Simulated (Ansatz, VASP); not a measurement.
**GaSb, level by level in two programs**

```xyz
2
Lattice="0.0000 3.0177 3.0177 3.0177 0.0000 3.0177 3.0177 3.0177 0.0000" Properties=species:S:1:pos:R:3 pbc="T T T"
Sb    4.5265    4.5265    4.5265
Ga    0.0000    0.0000    0.0000
```

Single points on this cell with VASP 6.6.1 and Ansatz 0.2.0. Each row is one pair of runs. Alike in all rows: spin: off; k mesh: 4 × 4 × 4; smearing: fermi-dirac, width 0.05 eV; Ansatz's potentials, cutoff: Ansatz PAW, 420 eV.

```tsv
level	VASP's potentials, cutoff	gap on the k mesh at the Fermi level (eV), VASP	gap on the k mesh at the Fermi level (eV), Ansatz	least direct gap on the mesh (eV), VASP	least direct gap on the mesh (eV), Ansatz
B3LYP	VASP PAW PBE potentials, release 64 (Sb_d_GW, Ga_d), 400 eV	1.41	1.33	1.41	1.33
B3LYP5	VASP PAW PBE potentials, release 64 (Sb, Ga_d), 520 eV	1.43	1.33	1.43	1.33
PBE-based screened hybrid	VASP PAW PBE potentials, release 64 (Sb_d_GW, Ga_d), 400 eV	1.02	1.02	1.04	1.05
BHLYP	VASP PAW PBE potentials, release 64 (Sb_d_GW, Ga_d), 400 eV	3.34	3.24	3.46	3.35
```

Gap on the k mesh at the fermi level (eV): the two programs differ by at most 0.102; least direct gap on the mesh (eV): the two programs differ by at most 0.111.

VASP's potentials hold 18 valence electrons a cell and Ansatz's 28 in some rows, so a difference there can come from the potentials and not from the codes.

The k mesh is coarse, so the values compare programs but aren't converged. Neither program's run includes spin-orbit coupling.
